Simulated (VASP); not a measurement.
Set up this calculation in VASP 6.6.1, as the native input.

```
Task                   : single point
Functional             : r2SCAN
Potentials or basis    : VASP PAW PBE potentials, release 64 (Ba_sv, Te)
Cutoff                 : 520 eV
k mesh                 : 6 × 6 × 6
Occupations            : gaussian, width 0.01 eV
Spin                   : no spin polarisation
Dipole correction      : no
Further INCAR settings : ALGO = Normal; EDIFF = 1e-06; NBANDS = 15
```

BaTe:

```
Ba Te
1.0
     0.00000    3.60303    3.51271
     3.60303    0.00000    3.51271
     3.60303    3.60303    0.00000
Ba Te
1 1
Direct
  0.00000 0.00000 0.00000
  0.50000 0.50000 0.50000
```

This cell differs from its parent crystal: epitaxial xy strain +2.0%.

These files were run (other wordings do the same):

POSCAR

```
BaTe
1.0
    0.0000000000      3.6030345821      3.5127122081
    3.6030345821      0.0000000000      3.5127122081
    3.6030345821      3.6030345821      0.0000000000
Ba Te
1 1
Direct
    0.0000000000      0.0000000000      0.0000000000
    0.5000000000      0.5000000000      0.5000000000
```

INCAR.step1

```
SYSTEM = BaTe
PREC = Accurate
ENCUT = 520
ISMEAR = 0
SIGMA = 0.01
LREAL = .False.
LASPH = .True.
NELM = 80
NBANDS = 15
GGA = PE
ALGO = Normal
EDIFF = 1E-4
LWAVE = .True.
LCHARG = .False.
```

INCAR.step2

```
SYSTEM = BaTe
PREC = Accurate
ENCUT = 520
EDIFF = 1E-6
ISMEAR = 0
SIGMA = 0.01
LREAL = .False.
LASPH = .True.
NELM = 80
ALGO = Normal
ISIF = 2
LWAVE = .False.
LCHARG = .False.
METAGGA = R2SCAN
LMIXTAU = .True.
NBANDS = 15
ISTART = 1
```

KPOINTS

```
regular mesh
0
Gamma
  6 6 6
  0 0 0
```

Potentials or basis: VASP PAW PBE potentials, release 64 (Ba_sv, Te).

Launch:

```bash
$ cat potpaw_PBE.64/Ba_sv/POTCAR potpaw_PBE.64/Te/POTCAR > POTCAR
$ cp INCAR.step1 INCAR
$ mpirun -np 1 vasp_std > vasp.out
$ cp INCAR.step2 INCAR
$ mpirun -np 1 vasp_std > vasp.out
```

It gave:

```yaml
Pressure: -0.7 GPa
Band_gap_on_the_k_mesh: 1.95 eV, indirect (least direct gap 2.35 eV)
```

Caveat: the cell differs from its parent crystal (epitaxial xy strain +2.0%); the PAW data sets were made with another functional, which shifts forces and pressure a little; spin-orbit coupling is left out, which moves the levels of the heavy elements.

Wall time 2.2 min on 1 thread of AMD EPYC 9R45 96-Core Processor (Zen 5), with other jobs on the host, peak memory 0.24 GiB.
